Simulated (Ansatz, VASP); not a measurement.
## One calculation of PtS2, two programs

```
Pt S
1.0
     3.45140    0.00000    0.00000
    -1.72570    2.98900    0.00000
     0.00000    0.00000    6.33420
Pt S
1 2
Direct
  0.00000 0.00000 0.00000
  0.33333 0.66667 0.20509
  0.66667 0.33333 0.79491
```

Alike in both runs: functional PBE; k mesh 9 × 9 × 4; occupations gaussian, width 0.05 eV; no spin polarisation.

Ansatz relaxed the structure, and its values are those at the end. VASP's run is a single point on that final structure, the one shown.

|  | VASP | Ansatz |
| --- | --- | --- |
| version | VASP 6.6.1 | Ansatz 0.2.0 |
| potentials or method | VASP PAW PBE potentials, release 64 (Pt, S), cutoff 520 eV | scalar-relativistic, plane waves, PAW |
| valence electrons in the cell | 22 | 30 |

VASP gave:

```
gap on the k mesh at the Fermi level (eV) : 1.51
least direct gap on the mesh (eV)         : 1.61
pressure (GPa)                            : 4.2
rms of the force components (eV/Å)        : 0.021
```

Question: Which values does Ansatz return?

Answer: gap on the k mesh at the Fermi level (eV): 1.51; least direct gap on the mesh (eV): 1.61; pressure (GPa): 4.6; rms of the force components (eV/Å): 0.001.

With one functional, cell and mesh, what is left measures potentials, basis and numerics. VASP's potentials hold 22 valence electrons a cell and Ansatz's 30, so a difference there can come from the potentials and not from the codes. Ansatz's warnings: stress scf threshold loose.

Spin-orbit coupling is off throughout.
